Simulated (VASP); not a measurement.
# Au (I4/mmm) in VASP: a series of runs

The runs below take Au through single point, with PBE.

Everything below comes from runs of VASP 6.6.1. Logs are shortened: lines on timing, memory, paths and dates and some standing lists are left out, and cuts for length are marked.

**1. The cell of the first run**

The structure is tetragonal, space group I4/mmm (No. 139). The conventional cell has a = 2.936 Å, b = 2.936 Å, c = 4.030 Å, α = 90.00°, β = 90.00°, γ = 90.00°. Au (site symmetry 4/mmm) has 12 Au at 2.89 to 2.94 Å within 3.8 Å.

**2. Single point, PBE (strain +0.015 along x and y, -0.015 along z)**

INCAR reads:

```
SYSTEM = Au
  ALGO = Normal
  EDIFF = 1E-7
  ENCUT = 520
  GGA = PE
  ISIF = 2
  ISMEAR = 0
  LASPH = .True.
  LCHARG = .False.
  LREAL = .False.
  LWAVE = .False.
  NBANDS = 12
  NELM = 100
  PREC = Accurate
  SIGMA = 0.15
```

KPOINTS reads:

```
k-points
0
Gamma
  20 20 20
  0 0 0
```

POSCAR reads:

```
Au
1.0
    0.0000000000      2.0761825000      2.0148175000
    2.0761825000      0.0000000000      2.0148175000
    2.0761825000      2.0761825000      0.0000000000
Au
1
Direct
    0.0000000000      0.0000000000      0.0000000000
```

Potentials or basis: VASP PAW PBE potentials, release 64 (Au).

Command:

```sh
$ cat potpaw_PBE.64/Au/POTCAR > POTCAR
$ mpirun -np 1 vasp_std > vasp.out
```

OUTCAR:

```text
SYSTEM = Au
   EDIFF = 1E-7
   ENCUT = 520
   GGA = PE
   ISIF = 2
   ISMEAR = 0
   LASPH = .True.
   LREAL = .False.
   NELM = 100
   PREC = Accurate

 ion  position               nearest neighbor table
   1  0.000  0.000  0.000-

  LATTYP: Found a body centered tetragonal cell.
 ALAT       =     2.9361654495
 C/A-ratio  =     1.3724141467

  Lattice vectors:

 A1 = (   0.0000000000,  -2.0761825000,  -2.0148175000)
 A2 = (   0.0000000000,   2.0761825000,  -2.0148175000)
 A3 = (   2.0761825000,   0.0000000000,   2.0148175000)

Analysis of symmetry for initial positions (statically):
=====================================================================
 Subroutine PRICEL returns:
 Original cell was already a primitive cell.

 Routine SETGRP: Setting up the symmetry group for a
 body centered tetragonal supercell.

 Subroutine GETGRP returns: Found 16 space group operations
 (whereof 16 operations were pure point group operations)
 out of a pool of 16 trial point group operations.

The static configuration has the point symmetry D_4h.

Analysis of symmetry for dynamics (positions and initial velocities):
=====================================================================
 Subroutine PRICEL returns:
 Original cell was already a primitive cell.

 Routine SETGRP: Setting up the symmetry group for a
 body centered tetragonal supercell.

 Subroutine GETGRP returns: Found 16 space group operations
 (whereof 16 operations were pure point group operations)
 out of a pool of 16 trial point group operations.

The dynamic configuration has the point symmetry D_4h.

 Subroutine INISYM returns: Found 16 space group operations
 (whereof 16 operations are pure point group operations),
 and found     1 'primitive' translations

----------------------------------------------------------------------------------------

                                     Primitive cell

  volume of cell :      17.3699

  direct lattice vectors                    reciprocal lattice vectors
     0.000000000  2.076182500  2.014817500    -0.240826613  0.240826613  0.248161434
     2.076182500  0.000000000  2.014817500     0.240826613 -0.240826613  0.248161434
     2.076182500  2.076182500  0.000000000     0.240826613  0.240826613 -0.248161434

  length of vectors
     2.893099261  2.893099261  2.936165449     0.421401249  0.421401249  0.421401249

  position of ions in fractional coordinates (direct lattice)
     0.000000000  0.000000000  0.000000000

  ion indices of the primitive-cell ions
   primitive index   ion index
                 1           1

----------------------------------------------------------------------------------------

 KPOINTS: k-points

Automatic generation of k-mesh.
 Grid dimensions read from file:
 generate k-points for:   20   20   20

 Generating k-lattice:

  Cartesian coordinates                     Fractional coordinates (reciprocal lattice)
    -0.012041331  0.012041331  0.012408072     0.050000000  0.000000000  0.000000000
     0.012041331 -0.012041331  0.012408072     0.000000000  0.050000000  0.000000000
     0.012041331  0.012041331 -0.012408072    -0.000000000 -0.000000000  0.050000000

  Length of vectors
     0.021070062  0.021070062  0.021070062

  Shift w.r.t. Gamma in fractional coordinates (k-lattice)
     0.000000000  0.000000000  0.000000000

 Subroutine IBZKPT returns following result:
 ===========================================

 Found    641 irreducible k-points:

 Following reciprocal coordinates:
            Coordinates               Weight
  0.000000  0.000000  0.000000      1.000000
  0.050000  0.000000  0.000000      8.000000
  0.100000  0.000000  0.000000      8.000000
  0.150000  0.000000  0.000000      8.000000
  0.200000  0.000000  0.000000      8.000000
  0.250000  0.000000  0.000000      8.000000
[... 16 lines left out ...]
 -0.400000  0.050000  0.000000      8.000000
 -0.350000  0.050000  0.000000      8.000000
 [... further k-points ...]
   k-points           NKPTS =    641   k-points in BZ     NKDIM =    641   number of bands    NBANDS=     12
   number of dos      NEDOS =    301   number of ions     NIONS =      1
   total plane-waves  NPLWV =  13824
   dimension x,y,z NGX =    24 NGY =   24 NGZ =   24
   dimension x,y,z NGXF=    48 NGYF=   48 NGZF=   48
   ions per type =               1
   NGX,Y,Z   is equivalent  to a cutoff of  13.79, 13.79, 13.59 a.u.
   NGXF,Y,Z  is equivalent  to a cutoff of  27.58, 27.58, 27.18 a.u.
 SYSTEM =  Au
   PREC   = accura    normal or accurate (medium, high low for compatibility)
   ISTART =      0    job   : 0-new  1-cont  2-samecut
   ICHARG =      2    charge: 1-file 2-atom 10-const
   ISPIN  =      1    spin polarized calculation?
   LNONCOLLINEAR =      F non collinear calculations
   LSORBIT =      F    spin-orbit coupling
   LASPH  =      T    aspherical Exc in radial PAW
   ENCUT  =  520.0 eV  38.22 Ry    6.18 a.u.   5.38  5.38  5.46*2*pi/ulx,y,z
   NELM   =    100;   NELMIN=  2; NELMDL= -5     # of ELM steps
   EDIFF  = 0.1E-06   stopping-criterion for ELM
   LREAL  =      F    real-space projection
   EDIFFG = 0.1E-05   stopping-criterion for IOM
   NSW    =      0    number of steps for IOM
   IBRION =     -1    ionic relax: 0-MD 1-quasi-New 2-CG
   NFREE  =      0    steps in history (QN), initial steepest desc. (CG)
   ISIF   =      2    stress and relaxation
   ISYM   =      2    0-nonsym 1-usesym 2-fastsym
   POTIM  = 0.5000    time-step for ionic-motion
   TEBEG  =    0.0;   TEEND  =   0.0 temperature during run
   PSTRESS=    0.0 pullay stress
   NELECT =      11.0000    total number of electrons
   NUPDOWN=      -1.0000    fix difference up-down
   EMIN   =  10.00;   EMAX   =-10.00  energy-range for DOS
   EFERMI =   0.00;   METHOD = LEGACY
   ISMEAR =     0;   SIGMA  =   0.15  broadening in eV -4-tet -1-fermi 0-gaus
   EFERMI_NEDOS =   21; number of points for ismear=-14 and -15
   IALGO  =     38    algorithm
   IMIX   =      4    mixing-type and parameters
     AMIX     =   0.40;   BMIX     =  1.00
     AMIX_MAG =   1.60;   BMIX_MAG =  1.00
  volume/ion in A,a.u.               =      17.37       117.22
  Fermi-wavevector in a.u.,A,eV,Ry     =   1.405854  2.656678 26.890891  1.976425
  Thomas-Fermi vector in A             =   2.528273
   LORBIT       =      0    0 simple, 1 ext, 2 COOP (PROOUT), +10 PAW based schemes
   GGA     = PE    functional components
   LHFCALC =     F    Hartree Fock is set to
   AEXX    =    0.0000 exact exchange contribution
   IVDW    =     0    specifies the selected vdW correction
   LEPSILON=     F    determine dielectric tensor
   LRPA    =     F    only Hartree local field effects (RPA)
 non-spin polarized calculation
 Gauss-broadening in eV      SIGMA  =   0.15
  energy-cutoff  :      520.00
  volume of cell :       17.37
 maximum number of plane-waves:       499
 NGX is ok and might be reduce to    24
   NGX = 11   NGY = 11   NGZ = 11

 number of electron      11.0000000 magnetization

 Free energy of the ion-electron system (eV)
  ---------------------------------------------------
  ext. energy  EPLUGINS =         0.00000000
  ---------------------------------------------------
  free energy    TOTEN  =        -3.21306852 eV

  energy without entropy =       -3.21014529  energy(sigma->0) =       -3.21160691

 E-fermi :   9.1550     XC(G=0): -12.6026

 val. band max:        9.1247430510   @ k =   0.4500   0.3500   0.0000
 cond. band min:       9.1624113146   @ k =   0.5000   0.1000   0.2500
 fundamental gap:      0.0376682635
 Fermi energy:         9.1549704988

 k-point     1 :       0.0000    0.0000    0.0000
  band No.  band energies     occupation
      1      -0.4957      2.00000
      2       4.4884      2.00000
      3       4.4884      2.00000
      4       4.7396      2.00000
      5       5.8916      2.00000
      6       6.1665      2.00000
      7      23.7201      0.00000
      8      27.4330      0.00000
      9      27.4330      0.00000
     10      27.9305      0.00000
     11      32.4558      0.00000
     12      36.4875      0.00000

 k-point     2 :       0.0500    0.0000    0.0000
  band No.  band energies     occupation
      1      -0.4096      2.00000
      2       4.4798      2.00000
      3       4.5182      2.00000
      4       4.7496      2.00000
      5       5.8813      2.00000
      6       6.1501      2.00000
      7      23.8201      0.00000
      8      26.9672      0.00000
      9      27.5333      0.00000
     10      27.9011      0.00000
     11      32.9663      0.00000
     12      35.5102      0.00000

 k-point     3 :       0.1000    0.0000    0.0000
  band No.  band energies     occupation
      1      -0.1568      2.00000
      2       4.4374      2.00000
      3       4.5967      2.00000
      4       4.7983      2.00000
      5       5.8614      2.00000
      6       6.1106      2.00000
      7      24.0606      0.00000
      8      25.7229      0.00000
      9      27.8201      0.00000
     10      28.1432      0.00000
     11      32.9377      0.00000
     12      35.0299      0.00000
[... 286 lines left out ...]
 k-point    23 :      -0.4000    0.0500    0.0000
  band No.  band energies     occupation
      1       2.0787      2.00000
      2       4.5053      2.00000
      3       4.6726      2.00000
      4       6.4080      2.00000
      5       6.9702      2.00000
      6       7.6596      2.00000
      7      13.9441      0.00000
      8      23.4542      0.00000
      9      26.1160      0.00000
     10      26.5510      0.00000
     11      33.1345      0.00000
     12      33.2868      0.00000

 k-point    24 :      -0.3500    0.0500    0.0000
  band No.  band energies     occupation
      1       2.0283      2.00000
      2       4.5767      2.00000
      3       4.7510      2.00000
      4       5.6707      2.00000
      5       6.6812      2.00000
      6       7.1419      2.00000
      7      15.7391      0.00000
      8      23.7995      0.00000
      9      26.4512      0.00000
     10      27.4859      0.00000
     11      32.2011      0.00000
     12      32.7346      0.00000

 [... further k-points ...]
[... 5 lines left out ...]
  --------------------------------------------------------------------------------------
  -------------------------------------------------------------------------------------
  Total        0.5180907      0.5180907      0.6096722      0.0000000      0.0000000      0.0000000
  in kB       47.7880802     47.7880802     56.2354569      0.0000000      0.0000000      0.0000000
  external PRESSURE =      50.6038724 kB  Pullay stress =       0.0000000 kB

 VOLUME and BASIS-vectors are now :
 -----------------------------------------------------------------------------
  energy-cutoff  :      520.00
  volume of cell :       17.37
      direct lattice vectors                 reciprocal lattice vectors
     0.000000000  2.076182500  2.014817500    -0.240826613  0.240826613  0.248161434
     2.076182500  0.000000000  2.014817500     0.240826613 -0.240826613  0.248161434
     2.076182500  2.076182500  0.000000000     0.240826613  0.240826613 -0.248161434

 POSITION                                       TOTAL-FORCE (eV/Angst)
 -----------------------------------------------------------------------------------
      0.00000      0.00000      0.00000         0.000000     -0.000000      0.000000
 -----------------------------------------------------------------------------------
    total drift:                               -0.000000      0.000000     -0.000000

  FREE ENERGIE OF THE ION-ELECTRON SYSTEM (eV)
  ---------------------------------------------------
  free  energy   TOTEN  =        -3.2130685153 eV

  energy  without entropy=       -3.2101452949  energy(sigma->0) =       -3.21160691
```

Wall time 37 s (1 thread of Intel Xeon 6975P-C (Granite Rapids), shared host); peak memory 0.25 GiB.

Results:

- Free energy: -3.2131 eV
- Pressure: 5.1 GPa

Caveat: the cell differs from its parent crystal (strain +0.015 along x and y, -0.015 along z); spin-orbit coupling is left out, which moves the levels of the heavy elements.

(Continued in part 2 of 2.)
